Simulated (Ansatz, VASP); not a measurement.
## Two plane-wave programs on WSe2

INCAR

```
ALGO = Normal ; EDIFF = 1E-6
ENCUT = 520 ; GGA = PE
ISIF = 2 ; ISMEAR = 0
LASPH = T ; LCHARG = F
LREAL = F ; LWAVE = F
NBANDS = 35 ; NELM = 80
PREC = Accurate ; SIGMA = 0.02
```

KPOINTS

```
k-points
0
Gamma
  12 12 2
```

The input POSCAR:

```
WSe2
1.0
    3.2984508921      0.0000000000      0.0000000000
   -1.6492254461      2.8565422657      0.0000000000
    0.0000000000      0.0000000000     13.2131006004
W Se
2 4
Direct
    0.6666666667      0.3333333333      0.7500000000
    0.3333333333      0.6666666667      0.2500000000
    0.3333333333      0.6666666667      0.8772941367
    0.6666666667      0.3333333333      0.3772941367
    0.3333333333      0.6666666667      0.6227058633
    0.6666666667      0.3333333333      0.1227058633
```

Input for Ansatz:

```yaml
crystal:
  lattice:
    - [3.2984508921, 0.0, 0.0]
    - [-1.6492254461, 2.8565422657, 0.0]
    - [0.0, 0.0, 13.2131006004]
  atoms:
    - { symbol: W, position: [0.6666666667, 0.3333333333, 0.75] }
    - { symbol: W, position: [0.3333333333, 0.6666666667, 0.25] }
    - { symbol: Se, position: [0.3333333333, 0.6666666667, 0.8772941367] }
    - { symbol: Se, position: [0.6666666667, 0.3333333333, 0.3772941367] }
    - { symbol: Se, position: [0.3333333333, 0.6666666667, 0.6227058633] }
    - { symbol: Se, position: [0.6666666667, 0.3333333333, 0.1227058633] }
basis:
  ecutwfc: 420
kpoints:
  mp_grid: { grid: [12, 12, 2] }
  band_path: { path: [VBM, CBM], npoints: 2 }
hamiltonian:
  xc: pbe
scf:
  occupations: { method: gaussian, width: 0.02 }
output:
  forces: true
  stress: true
  eigenvalues: true
checkpoint:
  read: start.run
  write: ck
  compress: false
  write_wavefunctions: false
  write_every: 100000
```

Alike in both runs: task single point; functional PBE; k mesh 12 × 12 × 2; occupations gaussian, width 0.02 eV; no spin polarisation.

|  | VASP | Ansatz |
| --- | --- | --- |
| version | VASP 6.6.1 | Ansatz 0.2.0 |
| potentials or method | VASP PAW PBE potentials, release 64 (W_sv, Se), cutoff 520 eV | scalar-relativistic, plane waves, PAW |
| valence electrons in the cell | 52 | 92 |

```tsv
	VASP	Ansatz	Ansatz less VASP
gap on the k mesh at the Fermi level (eV)	1.05	1.05	+0.004
least direct gap on the mesh (eV)	1.53	1.53	+0.003
pressure (GPa)	2.3	2.0	-0.30
traceless stress, the component that is largest in VASP (GPa)	0.08	0.00	-0.081
rms of the force components (eV/Å)	0.020	0.001	-0.0193
```

Atom by atom the forces differ by 0.022 eV/Å (rms over components). VASP's potentials hold 52 valence electrons a cell and Ansatz's 92, so a difference there can come from the potentials and not from the codes.

Neither program's run includes spin-orbit coupling.
